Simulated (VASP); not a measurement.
Set up this calculation in VASP 6.6.1, as the native input.

```yaml
Task: single point
Functional: PBE
Potentials_or_basis: VASP PAW PBE potentials, release 64 (Sn_d)
Cutoff: 520 eV
k_mesh: 9 × 9 × 9
Occupations: fermi-dirac, width 0.05 eV
Spin: no spin polarisation
Dipole_correction: no
Further_INCAR_settings: ALGO = Normal; EDIFF = 1e-06; NBANDS = 21
```

The structure of Sn lies in POSCAR:

```
Sn
1.0
   -2.9717791845      2.9717791845      1.6096940717
    2.9717791845     -2.9717791845      1.6096940717
    2.9717791845      2.9717791845     -1.6096940717
Sn
2
Direct
    0.0000000000      0.0000000000      0.0000000000
    0.7500000000      0.2500000000      0.5000000000
```

The input as run:

INCAR

```
  ALGO = Normal
  EDIFF = 1E-6
  ENCUT = 520
  GGA = PE
  ISIF = 2
  ISMEAR = -1
  LASPH = True
  LCHARG = False
  LREAL = False
  LWAVE = False
  NBANDS = 21
  NELM = 100
  PREC = Accurate
  SIGMA = 0.05
```

KPOINTS

```
k-points
0
Gamma
  9 9 9
```

Potentials or basis: VASP PAW PBE potentials, release 64 (Sn_d).

The run is started by

```sh
$ cat potpaw_PBE.64/Sn_d/POTCAR > POTCAR
$ mpirun -np 1 vasp_std > vasp.out
```

Results of the run:

The pressure is -0.1 GPa and the band gap on the k mesh is zero (band 14 reaches 8.60 eV, above the bottom of band 15 at 4.79 eV).

Caveat: spin-orbit coupling is left out, which moves the levels of the heavy elements.

Run time: 120 s on 1 thread of Intel(R) Xeon(R) Platinum 8259CL CPU @ 2.50GHz (Skylake/Cascade Lake), with other jobs on the host, peak memory 0.23 GiB.
